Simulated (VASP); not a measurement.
Wanted: the native input for a VASP 6.6.1 run.

```yaml
Task: single point
Functional: PBE
Potentials_or_basis: VASP PAW PBE potentials, release 64 (Ca_sv, B)
Cutoff: 520 eV
k_mesh: 12 × 12 × 9
Occupations: fermi-dirac, width 0.1 eV
Spin: no spin polarisation
Dipole_correction: no
Further_INCAR_settings: ALGO = Normal; EDIFF = 1e-06; NBANDS = 15
```

The structure of CaB2 lies in POSCAR:

```
CaB2
1.0
    3.2264300000     -0.0483964500      0.0000000000
   -1.6551275650      2.8183692250      0.0000000000
    0.0000000000      0.0000000000      4.0673920000
Ca B
1 2
Direct
    0.0000000000      0.0000000000      0.0000000000
    0.3333333333      0.6666666667      0.5000000000
    0.6666666667      0.3333333333      0.5000000000
```

One way to write it, as run:

INCAR

```
ALGO = Normal
EDIFF = 1E-6
ENCUT = 520
GGA = PE
ISIF = 2
ISMEAR = -1
LASPH = T
LCHARG = F
LREAL = F
LWAVE = F
NBANDS = 15
NELM = 60
PREC = Accurate
SIGMA = 0.1
```

KPOINTS

```
k-points
0
Gamma
  12 12 9
```

Potentials or basis: VASP PAW PBE potentials, release 64 (Ca_sv, B).

Run with:

```sh
$ cat potpaw_PBE.64/Ca_sv/POTCAR potpaw_PBE.64/B/POTCAR > POTCAR
$ mpirun -np 1 vasp_std > vasp.out
```

Results of the run:

- Pressure: -0.1 GPa
- Largest force: 0.054 eV/Å
- Band gap on the k mesh: zero (bands 8 and 9 overlap by 1.69 eV)

Run time: 2.1 min on 1 thread of Intel Xeon 8259CL, on a shared host, peak memory 0.31 GiB.
